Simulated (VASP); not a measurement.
Here is a VASP 6.6.1 calculation.

File INCAR:

```
SYSTEM = AlAs
PREC     = Accurate       ! precision mode
ENCUT    = 500            ! plane-wave cutoff, eV
EDIFF    = 1E-6           ! SCF threshold, eV
ISMEAR   = 0              ! smearing method
SIGMA    = 0.01           ! smearing width, eV
LREAL    = .FALSE.        ! projectors in reciprocal space
LASPH    = .TRUE.         ! aspherical terms in the spheres
NELM     = 120            ! most SCF steps
ALGO     = Normal         ! electronic algorithm
ISIF     = 2              ! what is computed and relaxed
LWAVE    = .FALSE.        ! write WAVECAR
LCHARG   = .FALSE.        ! write CHGCAR
GGA      = PS             ! functional
NBANDS   = 11             ! bands
GGA_COMPAT= .FALSE.
```

KPOINTS

```
regular mesh
0
G
  8 8 8
  0 0 0
```

Contents of POSCAR:

```
AlAs
1.0
    0.0000000000      2.8373160829      2.8373160829
    2.8373160829      0.0000000000      2.8373160829
    2.8373160829      2.8373160829      0.0000000000
Al As
1 1
Direct
    0.0000000000      0.0000000000      0.0000000000
    0.2500000000      0.2500000000      0.2500000000
```

Potentials or basis: VASP PAW PBE potentials, release 64 (Al, As).

Run with:

```sh
$ cat potpaw_PBE.64/Al/POTCAR potpaw_PBE.64/As/POTCAR > POTCAR
$ mpirun -np 1 vasp_std > vasp.out
```

Question: What does it give for the band gap on the k mesh?

Answer: 1.33 eV, indirect (least direct gap 1.92 eV).

Question: Estimate the pressure.

Answer: 0.3 GPa.

Caveat: the PAW data sets were made with another functional, which shifts forces and pressure a little. PBEsol gaps usually lie below the measured ones, often by a third to a half.
